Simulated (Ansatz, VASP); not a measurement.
# ZnSe in VASP and in Ansatz

```
Zn Se
1.0
     3.82873    0.00000    0.00000
     0.00000    3.82873    0.00000
     0.00000    0.00000    5.25759
Zn Se
2 2
Direct
  0.00000 0.00000 0.00000
  0.50000 0.50000 0.00000
  0.00000 0.50000 0.28626
  0.50000 0.00000 0.71374
```

Alike in both runs: task single point; functional PBEsol; k mesh 8 × 8 × 6; occupations gaussian, width 0.05 eV; no spin polarisation.

|  | VASP | Ansatz |
| --- | --- | --- |
| version | VASP 6.6.1 | Ansatz 0.2.0 |
| potentials or method | VASP PAW PBE potentials, release 64 (Zn, Se), cutoff 520 eV | scalar-relativistic, plane waves, PAW |
| valence electrons in the cell | 36 | 56 |

VASP gave:

- gap on the k mesh at the Fermi level (eV): 1.66
- least direct gap on the mesh (eV): 1.66
- pressure (GPa): 8.7
- traceless stress, the component that is largest in VASP (GPa): -1.95
- rms of the force components (eV/Å): 0.259

Question: Estimate Ansatz's values.

Answer: gap on the k mesh at the Fermi level (eV): 1.64; least direct gap on the mesh (eV): 1.64; pressure (GPa): 8.2; traceless stress, the component that is largest in VASP (GPa): -2.00; rms of the force components (eV/Å): 0.230.

VASP's potentials were made for PBE, not for PBEsol, and Ansatz warns of the same on its side. Atom by atom the forces differ by 0.029 eV/Å (rms over components). VASP's potentials hold 36 valence electrons a cell and Ansatz's 56, so a difference there can come from the potentials and not from the codes.
